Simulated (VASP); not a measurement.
Input of a VASP 6.6.1 run:

File POSCAR:

```
BN
1.0
    2.5439493036      0.0000000000      0.0000000000
   -1.2719746518      2.2031247228      0.0000000000
    0.0000000000      0.0000000000      4.2078167811
B N
2 2
Direct
    0.6666666667      0.3333333333      0.0002035744
    0.3333333333      0.6666666667      0.5002035744
    0.6666666667      0.3333333333      0.3747964256
    0.3333333333      0.6666666667      0.8747964256
```

Contents of INCAR.step1:

```
PREC = Accurate
ENCUT = 910
ISMEAR = 0
SIGMA = 0.01
LREAL = F
LASPH = T
NELM = 120
NBANDS = 16
GGA = PE
ALGO = Normal
EDIFF = 1E-5
LWAVE = T
LCHARG = F
GGA_COMPAT = F
```

File INCAR.step2:

```
PREC = Accurate
ENCUT = 910
EDIFF = 1E-6
ISMEAR = 0
SIGMA = 0.01
LREAL = F
LASPH = T
NELM = 120
ALGO = Normal
ISIF = 2
LWAVE = F
LCHARG = F
METAGGA = R2SCAN
LMIXTAU = T
NBANDS = 16
ISTART = 1
GGA_COMPAT = F
```

The input KPOINTS:

```
Automatic mesh
0
Gamma
  12 12 6
```

Potentials or basis: VASP PAW PBE potentials, release 64 (B_h, N_h).

Launch:

```bash
$ cat potpaw_PBE.64/B_h/POTCAR potpaw_PBE.64/N_h/POTCAR > POTCAR
$ cp INCAR.step1 INCAR
$ mpirun -np 1 vasp_std > vasp.out
$ cp INCAR.step2 INCAR
$ mpirun -np 1 vasp_std > vasp.out
```

Problem. Estimate the band gap on the k mesh.

Solution. 5.74 eV, indirect (least direct gap 9.00 eV).

Problem. What does it give for the pressure?

Solution. -0.6 GPa.

Forces on the atoms (eV/Å):
```
B    0.000  0.000 -0.003
B    0.000  0.000 -0.003
N    0.000  0.000  0.003
N    0.000  0.000  0.003
```

Caveat: the cutoff is under 1.25 times the usual one of these potentials, so pressure, stress and relaxed cells hold a basis-set (Pulay) error; the PAW data sets were made with another functional, which shifts forces and pressure a little. r2SCAN opens gaps a little over a GGA but as a rule still falls short of measured ones.
